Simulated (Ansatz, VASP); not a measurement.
**Mg in VASP and in Ansatz**

```
CELL_PARAMETERS angstrom
3.19854 0.00000 0.00000
-1.59927 2.77002 0.00000
0.00000 0.00000 5.19290
ATOMIC_POSITIONS crystal
Mg 0.33333 0.66667 0.25000
Mg 0.66667 0.33333 0.75000
```

Change from the starting cell: volume scaled by 0.99.

Alike in both runs: task single point; functional PBE; k mesh 12 × 12 × 7; occupations fermi-dirac, width 0.08 eV; no spin polarisation.

```csv
,VASP,Ansatz
version,VASP 6.6.1,Ansatz 0.2.0
potentials or method,"VASP PAW PBE potentials, release 64 (Mg), cutoff 520 eV","all-electron LAPW, scalar-relativistic"
```

```tsv
	VASP	Ansatz	Ansatz less VASP
pressure (GPa)	-0.2	-0.1	+0.11
traceless stress, the component that is largest in VASP (GPa)	-0.53	-0.53	+0.002
```

Ansatz ran all-electron here, and VASP with PAW potentials.
